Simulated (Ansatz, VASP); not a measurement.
**AlP: VASP beside Ansatz**

```
Al P
1.0
     0.00000    2.75383    2.75383
     2.75383    0.00000    2.75383
     2.75383    2.75383    0.00000
Al P
1 1
Direct
  0.00000 0.00000 0.00000
  0.75000 0.75000 0.75000
```

Change from the starting cell: species swapped into the MnN type (F-43m, No. 216).

Alike in both runs: functional PBE; k mesh 8 × 8 × 8; occupations gaussian, width 0.02 eV; no spin polarisation.

Ansatz relaxed the structure, and its values are those at the end. VASP's run is a single point on that final structure, the one shown.

```csv
,VASP,Ansatz
version,VASP 6.6.1,Ansatz 0.2.0
potentials or method,"VASP PAW PBE potentials, release 64 (Al, P), cutoff 500 eV","scalar-relativistic, plane waves, PAW"
valence electrons in the cell,8,8
```

|  | VASP | Ansatz | Ansatz less VASP |
| --- | --- | --- | --- |
| gap on the k mesh at the Fermi level (eV) | 1.63 | 1.63 | +0.002 |
| least direct gap on the mesh (eV) | 3.08 | 3.09 | +0.002 |
| pressure (GPa) | -0.1 | 0.0 | +0.09 |
